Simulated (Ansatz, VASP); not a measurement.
# Two plane-wave programs on Na

```
Na
1.0
    -2.09829    2.09829    2.09829
     2.09829   -2.09829    2.09829
     2.09829    2.09829   -2.09829
Na
1
Direct
  0.00000 0.00000 0.00000
```

Alike in both runs: functional PBE; k mesh 14 × 14 × 14; occupations gaussian, width 0.1 eV; no spin polarisation.

Ansatz relaxed the structure, and its values are those at the end. VASP's run is a single point on that final structure, the one shown.

|  | VASP | Ansatz |
| --- | --- | --- |
| version | VASP 6.6.1 | Ansatz 0.2.0 |
| potentials or method | VASP PAW PBE potentials, release 64 (Na_pv), cutoff 520 eV | scalar-relativistic, plane waves, PAW |
| valence electrons in the cell | 7 | 9 |

```tsv
	VASP	Ansatz	Ansatz less VASP
gap on the k mesh at the Fermi level (eV)	none	none	-
pressure (GPa)	0.0	0.0	0.00
```

A gap of «none» marks a metal or a gap that the smearing closes. With one functional, cell and mesh, what is left measures potentials, basis and numerics. VASP's potentials hold 7 valence electrons a cell and Ansatz's 9, so a difference there can come from the potentials and not from the codes.
